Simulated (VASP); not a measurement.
Set up this calculation in VASP 6.6.1, as the native input.

```
Task                   : single point
Functional             : PBE
Potentials or basis    : VASP PAW PBE potentials, release 64 (I)
Cutoff                 : 520 eV
k mesh                 : 9 × 9 × 9
Occupations            : gaussian, width 0.016 eV
Spin                   : no spin polarisation
Dipole correction      : no
Further INCAR settings : ALGO = Normal; EDIFF = 1e-06; NBANDS = 10
```

The structure of I lies in POSCAR:

```
I
1.0
    0.0000000000      2.3656004428      3.9098401324
    2.1922454667      0.0000000000      3.9098401324
    2.1922454667      2.3656004428      0.0000000000
I
1
Direct
    0.0000000000      0.0000000000      0.0000000000
```

These files were run (other wordings do the same):

INCAR

```
SYSTEM = I
PREC     = Accurate       ! precision mode
ENCUT    = 520            ! plane-wave cutoff, eV
EDIFF    = 1E-6           ! SCF threshold, eV
ISMEAR   = 0              ! smearing method
SIGMA    = 0.016          ! smearing width, eV
LREAL    = .FALSE.        ! projectors in reciprocal space
LASPH    = .TRUE.         ! aspherical terms in the spheres
NELM     = 100            ! most SCF steps
ALGO     = Normal         ! electronic algorithm
ISIF     = 2              ! what is computed and relaxed
LWAVE    = .FALSE.        ! write WAVECAR
LCHARG   = .FALSE.        ! write CHGCAR
GGA      = PE             ! functional
NBANDS   = 10             ! bands
```

KPOINTS

```
regular mesh
0
G
  9 9 9
  0 0 0
```

Potentials or basis: VASP PAW PBE potentials, release 64 (I).

The run is started by

```console
$ cat potpaw_PBE.64/I/POTCAR > POTCAR
$ mpirun -np 1 vasp_std > vasp.out
```

It gave:

```
Pressure               : 0.4 GPa
Band gap on the k mesh : zero (an odd number of electrons rules out a gap without spin polarisation)
```

Caveat: spin-orbit coupling is left out, which moves the levels of the heavy elements; an odd number of electrons without spin polarisation forces a metal; a magnetic or distorted state may lie lower.

Run time: 24 s on 1 thread of AMD EPYC 9R45 96-Core Processor (Zen 5) (shared host), peak memory 0.18 GiB.
